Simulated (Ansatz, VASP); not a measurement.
## Two plane-wave programs on BN

INCAR

```
SYSTEM = BN
PREC     = Accurate       ! precision mode
ENCUT    = 520            ! plane-wave cutoff, eV
EDIFF    = 1E-6           ! SCF threshold, eV
ISMEAR   = -1             ! smearing method
SIGMA    = 0.02           ! smearing width, eV
LREAL    = .FALSE.        ! projectors in reciprocal space
LASPH    = .TRUE.         ! aspherical terms in the spheres
NELM     = 80             ! most SCF steps
ALGO     = Normal         ! electronic algorithm
ISIF     = 2              ! what is computed and relaxed
LWAVE    = .FALSE.        ! write WAVECAR
LCHARG   = .FALSE.        ! write CHGCAR
GGA      = PE             ! functional
NBANDS   = 11             ! bands
```

Contents of KPOINTS:

```
Automatic mesh
0
G
  12 12 12
  0 0 0
```

The input POSCAR:

```
BN
1.0
    0.0000000000      1.8790037797      1.8790037797
    1.8790037797      0.0000000000      1.8790037797
    1.8790037797      1.8790037797      0.0000000000
B N
1 1
Direct
    0.0000000000      0.0000000000      0.0000000000
    0.2500000000      0.2500000000      0.2500000000
```

Input for Ansatz:

```yaml
crystal:
  lattice:
    - [0.0, 1.8790037797, 1.8790037797]
    - [1.8790037797, 0.0, 1.8790037797]
    - [1.8790037797, 1.8790037797, 0.0]
  atoms:
    - { symbol: B, position: [0.0, 0.0, 0.0] }
    - { symbol: "N", position: [0.25, 0.25, 0.25] }
kpoints:
  mp_grid: { grid: [12, 12, 12] }
  band_path:
    path:
      - [0.0, 0.0, 0.0]
      - [-0.5, -0.5, 0.0]
      - [-0.375, -0.375, 0.25]
      - [-0.375, 0.0, 0.375]
      - [0.0, 0.0, 0.5]
      - [-0.5, -0.25, 0.25]
    npoints: 1
hamiltonian:
  xc: pbe
scf:
  occupations: { method: fermi_dirac, width: 0.02 }
  n_extra_bands: 4
output:
  forces: true
  stress: true
  eigenvalues: true
```

Change from the starting cell: hydrostatic strain +4.1%.

Alike in both runs: task single point; functional PBE; k mesh 12 × 12 × 12; occupations fermi-dirac, width 0.02 eV; no spin polarisation.

```csv
,VASP,Ansatz
version,VASP 6.6.1,Ansatz 0.2.0
potentials or method,"VASP PAW PBE potentials, release 64 (B, N)","plane waves, PAW"
plane-wave cutoff (eV),520,420
valence electrons in the cell,8,8
```

```tsv
	VASP	Ansatz	Ansatz less VASP
gap on the k mesh at the Fermi level (eV)	4.33	4.33	+0.007
pressure (GPa)	-33.0	-32.9	+0.06
```

Both programs put the cell under strong tension, so it lies far from rest at this level.

Noted on VASP's run: the cell as given lies far from equilibrium.
